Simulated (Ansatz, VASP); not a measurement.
# Two plane-wave programs on HfH3Cl

```
CELL_PARAMETERS angstrom
3.85798 0.00000 0.00000
0.00000 3.85798 0.00000
0.00000 0.00000 3.85798
ATOMIC_POSITIONS crystal
Hf 0.00000 0.00000 0.00000
H 0.50000 0.00000 0.00000
H 0.00000 0.50000 0.00000
H 0.00000 0.00000 0.50000
Cl 0.50000 0.50000 0.50000
```

Alike in both runs: functional PBE; k mesh 3 × 3 × 3; occupations gaussian, width 0.15 eV; no spin polarisation.

Ansatz relaxed the structure, and its values are those at the end. VASP's run is a single point on that final structure, the one shown.

|  | VASP | Ansatz |
| --- | --- | --- |
| version | VASP 6.6.1 | Ansatz 0.2.0 |
| potentials or method | VASP PAW PBE potentials, release 64 (Hf_pv, H, Cl), cutoff 500 eV | scalar-relativistic, plane waves, PAW |
| valence electrons in the cell | 20 | 36 |

```tsv
	VASP	Ansatz	Ansatz less VASP
gap on the k mesh at the Fermi level (eV)	2.81	2.81	+0.003
least direct gap on the mesh (eV)	2.81	2.81	+0.003
pressure (GPa)	-0.5	0.2	+0.68
```

With one functional, cell and mesh, what is left measures potentials, basis and numerics. VASP's potentials hold 20 valence electrons a cell and Ansatz's 36, so a difference there can come from the potentials and not from the codes.

The k mesh is coarse, so the values compare programs but aren't converged. Neither program's run includes spin-orbit coupling.
